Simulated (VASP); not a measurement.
# ZrSnSe3 (P-6m2) in VASP: further runs

ZrSnSe3 is run at these levels: PBE; tasks: single point.

Everything below comes from runs of VASP 6.6.1. Logs are shortened: lines on timing, memory, paths and dates and some standing lists are left out, and cuts for length are marked.

**1. The cell of the first run**

Symmetry: P-6m2, No. 187, hexagonal system. Conventional cell: a = 4.839 Å, b = 4.839 Å, c = 5.807 Å, α = 90.00°, β = 90.00°, γ = 120.00°. Zr (site symmetry -6m2) has 9 Se at 2.79 to 3.15 Å within 3.7 Å. Within 3.8 Å of Sn (site symmetry -6m2) lie 8 Se at 2.90 to 3.15 Å. Within 3.8 Å of Se (site symmetry 3m) lie 5 Se at 2.89 to 3.15 Å and 3 Zr at 3.15 Å and 3 Sn at 3.15 Å. Within 3.7 Å of Se (site symmetry -6m2) lie 3 Zr at 2.79 Å and 2 Sn at 2.90 Å and 6 Se at 3.15 Å.

**2. Single point, PBE**

INCAR

```
SYSTEM = ZrSnSe3
PREC = Accurate
ENCUT = 520
EDIFF = 1E-7
ISMEAR = 0
SIGMA = 0.1
LREAL = .FALSE.
LASPH = .TRUE.
NELM = 100
ALGO = Normal
ISIF = 2
LWAVE = .FALSE.
LCHARG = .TRUE.
GGA = PE
LELF = .TRUE.
LVHAR = .TRUE.
NBANDS = 30
```

KPOINTS

```
Automatic mesh
0
G
  6 6 4
  0 0 0
```

POSCAR

```
ZrSnSe3
1.0
    4.8386482600      0.0000000000      0.0000000000
   -2.4193241300      4.1903923100      0.0000000000
    0.0000000000      0.0000000000      5.8073523500
Zr Sn Se
1 1 3
Direct
    0.3333333300      0.6666666700      0.0000000000
    0.0000000000      0.0000000000      0.5000000000
    0.6666666700      0.3333333300      0.2489190000
    0.6666666700      0.3333333300      0.7510810000
    0.0000000000      0.0000000000      0.0000000000
```

Potentials or basis: VASP PAW PBE potentials, release 64 (Zr_sv, Sn_d, Se).

The run is started by

```sh
> cat potpaw_PBE.64/Zr_sv/POTCAR potpaw_PBE.64/Sn_d/POTCAR potpaw_PBE.64/Se/POTCAR > POTCAR
> mpirun -np 1 vasp_std > vasp.out
```

OUTCAR:

```text
SYSTEM = ZrSnSe3
   PREC = Accurate
   ENCUT = 520
   EDIFF = 1E-7
   ISMEAR = 0
   LREAL = .FALSE.
   LASPH = .TRUE.
   NELM = 100
   ISIF = 2
   GGA = PE

 ion  position               nearest neighbor table
   1  0.333  0.667  0.000-   5 2.79   5 2.79   5 2.79   3 3.15   4 3.15   3 3.15   4 3.15   3 3.15
                             4 3.15
   2  0.000  0.000  0.500-   5 2.90   5 2.90   3 3.15   4 3.15   3 3.15   4 3.15   3 3.15   4 3.15

   3  0.667  0.333  0.249-   1 3.15   1 3.15   1 3.15   2 3.15   2 3.15   2 3.15
   4  0.667  0.333  0.751-   1 3.15   1 3.15   1 3.15   2 3.15   2 3.15   2 3.15
   5  0.000  0.000  0.000-   1 2.79   1 2.79   1 2.79   2 2.90   2 2.90

  LATTYP: Found a hexagonal cell.
 ALAT       =     4.8386482600
 C/A-ratio  =     1.2002013864

  Lattice vectors:

 A1 = (   4.8386482600,   0.0000000000,   0.0000000000)
 A2 = (  -2.4193241300,   4.1903923100,   0.0000000000)
 A3 = (   0.0000000000,   0.0000000000,   5.8073523500)

Analysis of symmetry for initial positions (statically):
=====================================================================
 Subroutine PRICEL returns:
 Original cell was already a primitive cell.

 Routine SETGRP: Setting up the symmetry group for a
 hexagonal supercell.

 Subroutine GETGRP returns: Found 12 space group operations
 (whereof 12 operations were pure point group operations)
 out of a pool of 24 trial point group operations.

The static configuration has the point symmetry D_3h.

Analysis of symmetry for dynamics (positions and initial velocities):
=====================================================================
 Subroutine PRICEL returns:
 Original cell was already a primitive cell.

 Routine SETGRP: Setting up the symmetry group for a
 hexagonal supercell.

 Subroutine GETGRP returns: Found 12 space group operations
 (whereof 12 operations were pure point group operations)
 out of a pool of 24 trial point group operations.

The dynamic configuration has the point symmetry D_3h.

 Subroutine INISYM returns: Found 12 space group operations
 (whereof 12 operations are pure point group operations),
 and found     1 'primitive' translations

----------------------------------------------------------------------------------------

                                     Primitive cell

[... 91 lines left out ...]
   NELM   =    100;   NELMIN=  2; NELMDL= -5     # of ELM steps
   EDIFF  = 0.1E-06   stopping-criterion for ELM
   LREAL  =      F    real-space projection
   EDIFFG = 0.1E-05   stopping-criterion for IOM
   NSW    =      0    number of steps for IOM
   IBRION =     -1    ionic relax: 0-MD 1-quasi-New 2-CG
   NFREE  =      0    steps in history (QN), initial steepest desc. (CG)
   ISIF   =      2    stress and relaxation
   ISYM   =      2    0-nonsym 1-usesym 2-fastsym
   POTIM  = 0.5000    time-step for ionic-motion
   TEBEG  =    0.0;   TEEND  =   0.0 temperature during run
   PSTRESS=    0.0 pullay stress
   NELECT =      44.0000    total number of electrons
   NUPDOWN=      -1.0000    fix difference up-down
   EMIN   =  10.00;   EMAX   =-10.00  energy-range for DOS
   EFERMI =   0.00;   METHOD = LEGACY
   ISMEAR =     0;   SIGMA  =   0.10  broadening in eV -4-tet -1-fermi 0-gaus
   EFERMI_NEDOS =   21; number of points for ismear=-14 and -15
   IALGO  =     38    algorithm
   IMIX   =      4    mixing-type and parameters
     AMIX     =   0.40;   BMIX     =  1.00
     AMIX_MAG =   1.60;   BMIX_MAG =  1.00
  volume/ion in A,a.u.               =      23.55       158.92
  Fermi-wavevector in a.u.,A,eV,Ry     =   1.179162  2.228293 18.917849  1.390423
  Thomas-Fermi vector in A             =   2.315478
   LORBIT       =      0    0 simple, 1 ext, 2 COOP (PROOUT), +10 PAW based schemes
   GGA     = PE    functional components
   LHFCALC =     F    Hartree Fock is set to
   AEXX    =    0.0000 exact exchange contribution
   IVDW    =     0    specifies the selected vdW correction
   LEPSILON=     F    determine dielectric tensor
   LRPA    =     F    only Hartree local field effects (RPA)
 non-spin polarized calculation
 Gauss-broadening in eV      SIGMA  =   0.10
  energy-cutoff  :      520.00
  volume of cell :      117.75
 maximum number of plane-waves:      3192
 NGX is ok and might be reduce to    36
   NGX = 17   NGY = 17   NGZ = 21

 number of electron      43.9999997 magnetization

 Free energy of the ion-electron system (eV)
  ---------------------------------------------------
  ext. energy  EPLUGINS =         0.00000000
  ---------------------------------------------------
  free energy    TOTEN  =       -24.35728017 eV

  energy without entropy =      -24.34133186  energy(sigma->0) =      -24.34930602

 E-fermi :   6.8076     XC(G=0): -10.2012

 val. band max:        6.7483239156   @ k =   0.3333   0.3333   0.5000
 cond. band min:       6.8389863368   @ k =   0.1667   0.0000   0.2500
 fundamental gap:      0.0906624211
 Fermi energy:         6.8076243124

 k-point     1 :       0.0000    0.0000    0.0000
  band No.  band energies     occupation
      1     -43.3444      2.00000
      2     -21.3774      2.00000
      3     -21.3055      2.00000
      4     -21.3055      2.00000
      5     -15.2195      2.00000
      6     -15.2195      2.00000
[... 682 lines left out ...]
     29       9.2325      0.00000
     30       9.8482      0.00000

------------------------ aborting loop because EDIFF is reached ----------------------------------------

  FORCE on cell =-STRESS in cart. coord.  units (eV):
  Direction    XX          YY          ZZ          XY          YZ          ZX
  --------------------------------------------------------------------------------------
  -------------------------------------------------------------------------------------
  Total       -2.9965476     -2.9965476      8.0794646      0.0000000      0.0000000      0.0000000
  in kB      -40.7732055    -40.7732054    109.9350683      0.0000000      0.0000000      0.0000000
  external PRESSURE =       9.4628858 kB  Pullay stress =       0.0000000 kB

 VOLUME and BASIS-vectors are now :
 -----------------------------------------------------------------------------
  energy-cutoff  :      520.00
  volume of cell :      117.75
      direct lattice vectors                 reciprocal lattice vectors
     4.838648260  0.000000000  0.000000000     0.206669290  0.119320570  0.000000000
    -2.419324130  4.190392310  0.000000000     0.000000000  0.238641140  0.000000000
     0.000000000  0.000000000  5.807352350     0.000000000  0.000000000  0.172195510

 POSITION                                       TOTAL-FORCE (eV/Angst)
 -----------------------------------------------------------------------------------
     -0.00000      2.79359      0.00000         0.000000     -0.000000      0.000000
      0.00000      0.00000      2.90368        -0.000000      0.000000      0.000000
      2.41932      1.39680      1.44556        -0.000000      0.000000     -0.047301
      2.41932      1.39680      4.36179        -0.000000      0.000000      0.047301
      0.00000      0.00000      0.00000        -0.000000      0.000000      0.000000
 -----------------------------------------------------------------------------------
    total drift:                                0.000026     -0.000015      0.000000

  FREE ENERGIE OF THE ION-ELECTRON SYSTEM (eV)
  ---------------------------------------------------
  free  energy   TOTEN  =       -24.3572801709 eV

  energy  without entropy=      -24.3413318623  energy(sigma->0) =      -24.34930602
```

Wall time 32 s (1 thread of Intel Xeon 6975P-C (Granite Rapids), shared host); peak memory 0.29 GiB.

What came out:

```yaml
Free_energy: -24.3573 eV
Pressure: 0.9 GPa
Largest_force: 0.047 eV/Å
Band_gap_on_the_k_mesh: zero (band 22 reaches 7.28 eV, above the bottom of band 23 at 6.09 eV)
```

Forces on the atoms (eV/Å):
```
Zr   0.000  0.000  0.000
Sn   0.000  0.000  0.000
Se   0.000  0.000 -0.047
Se   0.000  0.000  0.047
Se   0.000  0.000  0.000
```

Levels at points of the mesh, in eV from the Fermi level:
| k point | band 19 | band 20 | band 21 | band 22 | band 23 | band 24 | band 25 | band 26 |
| --- | --- | --- | --- | --- | --- | --- | --- | --- |
| (0.00, 0.00, 0.00) | -2.33 | -2.24 | -2.24 | 0.47 | 0.48 | 0.48 | 0.57 | 0.57 |
| (0.50, 0.00, 0.00) | -2.31 | -1.44 | -1.01 | 0.17 | 0.54 | 0.91 | 1.28 | 1.93 |
| (0.00, 0.00, 0.50) | -3.13 | -1.63 | -1.63 | -0.72 | -0.72 | 0.36 | 0.39 | 2.48 |
| (0.50, 0.00, 0.50) | -2.31 | -1.86 | -1.66 | -1.30 | 0.87 | 1.06 | 1.19 | 1.45 |

Caveat: spin-orbit coupling is left out, which moves the levels of the heavy elements.

**3. Single point, PBE**

This run uses another cell than the first one, of 25.63 Å³/atom, 1.088 times its volume.

INCAR

```
SYSTEM = ZrSnSe3
  PREC = Accurate
  ENCUT = 520
  EDIFF = 1E-7
  ISMEAR = 0
  SIGMA = 0.1
  LREAL = .FALSE.
  LASPH = .TRUE.
  NELM = 60
  ALGO = Normal
  ISIF = 2
  LWAVE = .FALSE.
  LCHARG = .FALSE.
  GGA = PE
  NBANDS = 30
```

KPOINTS

```
Automatic mesh
0
G
  12 12 6
  0 0 0
```

POSCAR

```
ZrSnSe3
1.0
    4.4586521706      0.0000000000      0.0000000000
   -2.2293260853      3.8613060464      0.0000000000
    0.0000000000      0.0000000000      7.4434410279
Zr Sn Se
1 1 3
Direct
    0.3333333333      0.6666666667      0.0000000000
    0.0000000000      0.0000000000      0.5000000000
    0.6666666667      0.3333333333      0.2594042880
    0.6666666667      0.3333333333      0.7405957120
    0.0000000000      0.0000000000      0.0000000000
```

Potentials or basis: VASP PAW PBE potentials, release 64 (Zr_sv, Sn_d, Se).

The run is started by

```sh
> cat potpaw_PBE.64/Zr_sv/POTCAR potpaw_PBE.64/Sn_d/POTCAR potpaw_PBE.64/Se/POTCAR > POTCAR
> mpirun -np 1 vasp_std > vasp.out
```

It took 2.3 min on 1 thread of Intel Xeon 6975P-C (Granite Rapids), shared host; peak memory 0.45 GiB.

The run converged. Its results:

```
Free energy            : -25.5622 eV
Pressure               : 0.0 GPa
Largest force          : 0.003 eV/Å
Band gap on the k mesh : zero (band 22 reaches 6.03 eV, above the bottom of band 23 at 5.88 eV)
```

Forces in eV/Å, atoms in the order of the input:
```
Zr   0.000  0.000  0.000
Sn   0.000  0.000  0.000
Se   0.000  0.000  0.003
Se   0.000  0.000 -0.003
Se   0.000  0.000  0.000
```

Stress tensor (GPa, compression positive):
```
 0.05  0.00  0.00
 0.00  0.05  0.00
 0.00  0.00 -0.03
```

Levels at points of the mesh, in eV from the Fermi level:
| k point | band 19 | band 20 | band 21 | band 22 | band 23 | band 24 | band 25 | band 26 |
| --- | --- | --- | --- | --- | --- | --- | --- | --- |
| (0.00, 0.00, 0.00) | -2.12 | -1.96 | -1.96 | -1.47 | 0.09 | 0.48 | 0.48 | 1.46 |
| (0.50, 0.00, 0.00) | -2.46 | -2.10 | -1.53 | -0.67 | 0.40 | 0.77 | 1.44 | 1.78 |
| (0.00, 0.00, 0.50) | -2.63 | -1.45 | -1.45 | -0.15 | -0.01 | -0.01 | 0.05 | 1.94 |
| (0.50, 0.00, 0.50) | -2.84 | -1.87 | -1.84 | -1.56 | 0.45 | 0.48 | 1.83 | 1.87 |

Caveat: spin-orbit coupling is left out, which moves the levels of the heavy elements.

**4. Single point, PBE**

This run uses another cell than the first one, of 25.63 Å³/atom, 1.088 times its volume.

INCAR

```
SYSTEM = ZrSnSe3
ALGO = Normal
EDIFF = 1E-7
ENCUT = 520
GGA = PE
ISIF = 2
ISMEAR = 0
LASPH = .TRUE.
LCHARG = .TRUE.
LELF = .TRUE.
LREAL = .FALSE.
LVHAR = .TRUE.
LWAVE = .FALSE.
NBANDS = 30
NELM = 80
PREC = Accurate
SIGMA = 0.1
```

KPOINTS

```
k-points
0
G
  12 12 8
  0 0 0
```

POSCAR is that of step 3.

The run is started by

```sh
> cat potpaw_PBE.64/Zr_sv/POTCAR potpaw_PBE.64/Sn_d/POTCAR potpaw_PBE.64/Se/POTCAR > POTCAR
> mpirun -np 1 vasp_std > vasp.out
```

It took 3 min on 1 thread of Intel Xeon 6975P-C (Granite Rapids), shared host; peak memory 0.51 GiB.

It converged, with:

- Free energy: -25.5627 eV
- Pressure: 0.0 GPa
- Band gap on the k mesh: zero (band 22 reaches 6.03 eV, above the bottom of band 23 at 5.88 eV)

Forces on the atoms (eV/Å):
```
Zr   0.000  0.000  0.000
Sn   0.000  0.000  0.000
Se   0.000  0.000  0.003
Se   0.000  0.000 -0.003
Se   0.000  0.000  0.000
```

Stress tensor (GPa, compression positive):
```
 0.05  0.00  0.00
 0.00  0.05  0.00
 0.00  0.00 -0.03
```

Levels at points of the mesh, in eV from the Fermi level:
```
           k point  band 18  band 19  band 20  band 21  band 22  band 23  band 24  band 25  band 26  band 27
(0.00, 0.00, 0.00)    -2.19    -2.12    -1.95    -1.95    -1.47     0.09     0.48     0.48     1.46     1.46
(0.50, 0.00, 0.00)    -2.94    -2.45    -2.10    -1.53    -0.67     0.40     0.77     1.44     1.79     1.86
(0.00, 0.00, 0.50)    -2.63    -2.63    -1.45    -1.45    -0.14    -0.01    -0.01     0.05     1.95     2.42
(0.50, 0.00, 0.50)    -3.58    -2.84    -1.87    -1.84    -1.55     0.46     0.48     1.83     1.87     1.93
```

Caveat: spin-orbit coupling is left out, which moves the levels of the heavy elements.

**5. Single point, PBE, collinear spin, ferromagnetic start**

INCAR

```
  PREC = Accurate
  ENCUT = 520
  EDIFF = 1E-7
  ISMEAR = 0
  SIGMA = 0.1
  LREAL = False
  LASPH = True
  NELM = 150
  ALGO = Normal
  ISIF = 2
  LWAVE = False
  LCHARG = False
  ISPIN = 2
  MAGMOM = 1 0 0 0 0
  LORBIT = 11
  LMAXMIX = 4
  GGA = PE
  NBANDS = 34
```

KPOINTS

```
Automatic mesh
0
Gamma
  6 6 4
```

POSCAR

```
ZrSnSe3
1.0
    4.8386482600      0.0000000000      0.0000000000
   -2.4193241300      4.1903923100      0.0000000000
    0.0000000000      0.0000000000      5.8073523500
Zr Sn Se
1 1 3
Direct
    0.3333333300      0.6666666700      0.0000000000
    0.0000000000      0.0000000000      0.5000000000
    0.6666666700      0.3333333300      0.2489190000
    0.6666666700      0.3333333300      0.7510810000
    0.0000000000      0.0000000000      0.0000000000
```

The run is started by

```sh
> cat potpaw_PBE.64/Zr_sv/POTCAR potpaw_PBE.64/Sn_d/POTCAR potpaw_PBE.64/Se/POTCAR > POTCAR
> mpirun -np 1 vasp_std > vasp.out
```

Wall time 2 min (1 thread of Intel Xeon 6975P-C (Granite Rapids), shared host); peak memory 0.36 GiB.

The run converged. Its results:

```
Free energy                                           : -24.3573 eV
Pressure                                              : 0.9 GPa
Largest force                                         : 0.047 eV/Å
Band gap on the k mesh                                : zero (filled and empty bands overlap)
Net moment                                            : 0.00 μB per cell
Valence electrons inside the program's atomic spheres : Zr 9.59; Sn 12.04; Se 3.76, 3.90
```

Forces on the atoms (eV/Å):
```
Zr   0.000  0.000  0.000
Sn   0.000  0.000  0.000
Se   0.000  0.000 -0.047
Se   0.000  0.000  0.047
Se   0.000  0.000  0.000
```

Stress tensor (GPa, compression positive):
```
-4.08  0.00  0.00
 0.00 -4.08  0.00
 0.00  0.00 10.99
```

Levels at points of the mesh, in eV from the Fermi level:
Spin up:
```
           k point  band 19  band 20  band 21  band 22  band 23  band 24  band 25  band 26
(0.00, 0.00, 0.00)    -2.33    -2.24    -2.24     0.47     0.48     0.48     0.57     0.57
(0.50, 0.00, 0.00)    -2.31    -1.44    -1.01     0.17     0.54     0.91     1.28     1.93
(0.00, 0.00, 0.50)    -3.13    -1.63    -1.63    -0.72    -0.72     0.36     0.39     2.48
(0.50, 0.00, 0.50)    -2.31    -1.86    -1.66    -1.30     0.87     1.06     1.19     1.45
```
Spin down:
```
           k point  band 18  band 19  band 20  band 21  band 22  band 23  band 24  band 25  band 26  band 27
(0.00, 0.00, 0.00)    -2.33    -2.33    -2.24    -2.24     0.47     0.48     0.48     0.57     0.57     1.57
(0.50, 0.00, 0.00)    -2.93    -2.31    -1.44    -1.01     0.17     0.54     0.91     1.28     1.93     2.38
(0.00, 0.00, 0.50)    -3.32    -3.13    -1.63    -1.63    -0.72    -0.72     0.36     0.39     2.48     3.03
(0.50, 0.00, 0.50)    -2.98    -2.31    -1.86    -1.66    -1.30     0.87     1.06     1.19     1.45     1.75
```

Caveat: spin-orbit coupling is left out, which moves the levels of the heavy elements.

**6. Summary**

```tsv
spin	cell	k mesh	gap on the mesh (eV)	pressure (GPa)	largest force (eV/Å)
off	a = 4.839, b = 4.839, c = 5.807 Å, angles 90.0, 90.0, 120.0°, 5 atoms	6 × 6 × 4	none	0.9	0.05
off	a = 4.459, b = 4.459, c = 7.443 Å, angles 90.0, 90.0, 120.0°, 5 atoms	12 × 12 × 6	none	0.0	-
off	a = 4.459, b = 4.459, c = 7.443 Å, angles 90.0, 90.0, 120.0°, 5 atoms	12 × 12 × 8	none	0.0	-
collinear, ferromagnetic start	a = 4.839, b = 4.839, c = 5.807 Å, angles 90.0, 90.0, 120.0°, 5 atoms	6 × 6 × 4	none	0.9	0.05
```

Alike in all rows: task single point; level PBE; potentials or basis VASP PAW PBE potentials, release 64 (Zr_sv, Sn_d, Se); cutoff (eV) 520; smearing gaussian 0.1 eV.

Caveats: spin-orbit coupling is left out, which moves the levels of the heavy elements.

Total energies depend on the potentials used, so only differences within one code and one set of settings carry meaning.
